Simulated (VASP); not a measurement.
**Ca: single point with BLYP**

Ca:

```
Ca
1.0
     0.00000    2.87758    2.87758
     2.87758    0.00000    2.87758
     2.87758    2.87758    0.00000
Ca
1
Cartesian
  0.0000 0.0000 0.0000
```

This cell differs from its parent crystal: volume scaled by 1.12.

```
Program                : VASP 6.6.1
Task                   : single point
Functional             : BLYP
Potentials or basis    : VASP PAW PBE potentials, release 64 (Ca_sv)
Cutoff                 : 520 eV
k mesh                 : 16 × 16 × 16
Occupations            : fermi-dirac, width 0.1 eV
Spin                   : no spin polarisation
Dipole correction      : no
Further INCAR settings : ALGO = Normal; EDIFF = 1e-06; NBANDS = 11
```

```yaml
Pressure: -1.5 GPa
Band_gap_on_the_k_mesh: zero (band 5 reaches 2.16 eV, above the bottom of band 6 at 1.81 eV)
```

Levels at points of the mesh, in eV from the Fermi level:
```tsv
k point	band 3	band 4	band 5	band 6	band 7	band 8
(0.00, 0.00, 0.00)	-23.34	-23.34	-3.78	1.96	1.96	1.96
(0.50, 0.00, 0.00)	-23.35	-23.35	-0.99	-0.14	1.88	1.88
(0.50, 0.50, 0.00)	-23.37	-23.37	-0.40	0.51	0.85	3.41
```

Wall time 68 s on 1 thread of Intel Xeon 6975P-C (shared host), peak memory 0.22 GiB.

Caveat: the PAW data sets were made with another functional, which shifts forces and pressure a little.
